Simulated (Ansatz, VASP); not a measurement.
## Ti5Si: VASP beside Ansatz

```xyz
6
Lattice="2.5242 1.4574 4.6603 -2.5242 1.4574 4.6603 0.0000 -2.9147 4.6603" Properties=species:S:1:pos:R:3 pbc="T T T"
Ti    0.0000    0.0000    2.1162
Ti    0.5278    1.4574    4.6603
Ti   -1.5260   -0.2716    4.6603
Ti    0.0000    0.0000   11.8647
Ti   -1.5260    0.2716    9.3206
Si    0.0000    0.0000    6.9904
```

Change from the starting cell: strain +0.000 along x and y, +0.050 along z, atoms carried along.

Alike in both runs: task single point; functional PBE; k mesh 12 × 12 × 12; occupations gaussian, width 0.15 eV; no spin polarisation.

|  | VASP | Ansatz |
| --- | --- | --- |
| version | VASP 6.6.1 | Ansatz 0.2.0 |
| potentials or method | VASP PAW PBE potentials, release 64 (Ti_sv, Si), cutoff 520 eV | scalar-relativistic, plane waves, PAW |
| valence electrons in the cell | 64 | 64 |

VASP gave:

| Property | Result |
| --- | --- |
| gap on the k mesh at the Fermi level (eV) | none |
| pressure (GPa) | -5.9 |
| traceless stress, the component that is largest in VASP (GPa) | -4.60 |
| rms of the force components (eV/Å) | 0.072 |

Question: What did Ansatz give for the same quantities?

Answer: gap on the k mesh at the Fermi level (eV): none; pressure (GPa): -5.8; traceless stress, the component that is largest in VASP (GPa): -4.61; rms of the force components (eV/Å): 0.072.

Atom by atom the forces differ by 0.001 eV/Å (rms over components). A gap of «none» marks a metal or a gap that the smearing closes.
